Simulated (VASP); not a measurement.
The system is La.

```xyz
2
Lattice="3.7500 0.0000 0.0000 -1.8750 3.2476 0.0000 0.0000 0.0000 6.0700" Properties=species:S:1:pos:R:3 pbc="T T T"
La    0.0000    2.1651    1.5175
La    1.8750    1.0825    4.5525
```

| Item | Value |
| --- | --- |
| Program | VASP 6.6.1 |
| Task | relaxation of cell and atoms |
| Functional | PBEsol |
| Potentials or basis | VASP PAW PBE potentials, release 64 (La) |
| Cutoff | 600 eV |
| k mesh | 14 × 14 × 8 |
| Occupations | fermi-dirac, width 0.05 eV |
| Spin | no spin polarisation |

At the start: pressure -1.6 GPa; volume 36.96 Å³/atom.

Task: Where does the relaxation end?

Result: Over 10 steps the energy falls by 13.3 meV/atom and the volume is 34.54 Å³/atom (-6.5 %); space group P6_3/mmc (No. 194, to 0.1 Å) before and after.

Step by step:
```csv
step,energy change (eV),largest force (eV/Å),pressure (GPa),volume (Å³)
1,0.0000,0.0000,-1.63,73.92
2,-0.0243,0.0000,-0.27,69.97
3,-0.0250,0.0000,0.00,69.26
4,-0.0250,0.0000,0.04,69.17
5,-0.0258,0.0000,0.03,69.12
6,-0.0264,0.0000,0.04,68.95
7,-0.0265,0.0000,0.03,69.01
8,-0.0265,0.0000,0.03,69.01
9,-0.0265,0.0000,-0.01,69.11
10,-0.0265,0.0000,0.00,69.09
```

Final structure:
```yaml
crystal:
  lattice:
    - [3.63998, 0.00000, 0.00000]
    - [-1.81999, 3.15231, 0.00000]
    - [0.00000, 0.00000, 6.02112]
  atoms:
    - { symbol: La, position: [0.33333, 0.66667, 0.25000] }
    - { symbol: La, position: [0.66667, 0.33333, 0.75000] }
```

Caveat: the PAW data sets were made with another functional, which shifts forces and pressure a little.
